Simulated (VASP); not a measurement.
Here is a VASP 6.6.1 calculation.

Contents of INCAR:

```
PREC = Accurate
ENCUT = 520
EDIFF = 1E-7
ISMEAR = -1
SIGMA = 0.05
LREAL = F
LASPH = T
NELM = 80
ALGO = Normal
ISIF = 2
LWAVE = F
LCHARG = F
GGA = B5
ALDAX = 1.0
AGGAX = 1.0
AGGAC = 1.0
ALDAC = 0.0
NBANDS = 19
```

Contents of KPOINTS:

```
regular mesh
0
Gamma
  8 8 4
```

File POSCAR:

```
TiTe2
1.0
    3.9121533848      0.0000000000      0.0000000000
   -1.9560766924      3.3880242148      0.0000000000
    0.0000000000      0.0000000000      9.9618712967
Te Ti
2 1
Direct
    0.3333333333      0.6666666667      0.8289532326
    0.6666666667      0.3333333333      0.1710467674
    0.0000000000      0.0000000000      0.0000000000
```

Potentials or basis: VASP PAW PBE potentials, release 64 (Te, Ti_sv).

Launch:

```sh
$ cat potpaw_PBE.64/Te/POTCAR potpaw_PBE.64/Ti_sv/POTCAR > POTCAR
$ mpirun -np 1 vasp_std > vasp.out
```

(1) Estimate the pressure.

(2) What does it give for the largest force?

Answers

(1) 0.1 GPa.

(2) 0.035 eV/Å.

Caveat: the PAW data sets were made with another functional, which shifts forces and pressure a little.
